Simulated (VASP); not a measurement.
Wanted: the native input for a VASP 6.6.1 run.

* Task: single point
* Functional: PBE
* Potentials or basis: VASP PAW PBE potentials, release 64 (K_sv, Nd_3, Sb), 4f in core
* Cutoff: 500 eV
* k mesh: 3 × 3 × 3
* Occupations: gaussian, width 0.2 eV
* Spin: no spin polarisation
* Dipole correction: no
* Mended: yes
* Further INCAR settings: ALGO = Normal; EDIFF = 1e-06; NBANDS = 32

The structure of KNd2Sb3 lies in POSCAR:

```
KNd2Sb3
1.0
    3.3897693342      1.9570842391      4.7550634927
   -3.3897693342      1.9570842391      4.7550634927
    0.0000000000     -3.9141684737      4.7550634945
K Nd Sb
1 2 3
Direct
    0.5000000000      0.5000000000      0.5000000000
    0.8516918606      0.8516918606      0.8516918606
    0.1483081394      0.1483081394      0.1483081394
    0.5000000000      0.0000000000      0.5000000000
    0.5000000000      0.5000000000      0.0000000000
    0.0000000000      0.5000000000      0.5000000000
```

The cell was built from a structure type or drawn by symmetry, and may not be a known phase.

One way to write it, as run:

INCAR

```
PREC = Accurate ; ENCUT = 500
EDIFF = 1E-6 ; ISMEAR = 0
SIGMA = 0.2 ; LREAL = False
LASPH = True ; NELM = 200
ALGO = Normal ; ISIF = 2
LWAVE = False ; LCHARG = True
GGA = PE ; LELF = True
LVHAR = True ; NBANDS = 32
GGA_COMPAT = False ; LMAXMIX = 6
```

KPOINTS

```
Automatic mesh
0
Gamma
  3 3 3
```

Potentials or basis: VASP PAW PBE potentials, release 64 (K_sv, Nd_3, Sb), 4f in core.

Run with:

```sh
$ cat potpaw_PBE.64/K_sv/POTCAR potpaw_PBE.64/Nd_3/POTCAR potpaw_PBE.64/Sb/POTCAR > POTCAR
$ mpirun -np 1 vasp_std > vasp.out
```

Results of the run:

* Pressure: 0.1 GPa
* Band gap on the k mesh: zero (bands 23 and 24 overlap by 0.80 eV)

Caveat: the k points lie up to 0.39 Å⁻¹ apart, too coarse for converged energies and pressures of a metal; spin-orbit coupling is left out, which moves the levels of the heavy elements; the 4f electrons are frozen in the core, so they carry no moment and show no levels.

Wall time 48 s on 1 thread of Intel(R) Xeon(R) 6975P-C (Granite Rapids) (shared host), peak memory 0.33 GiB.
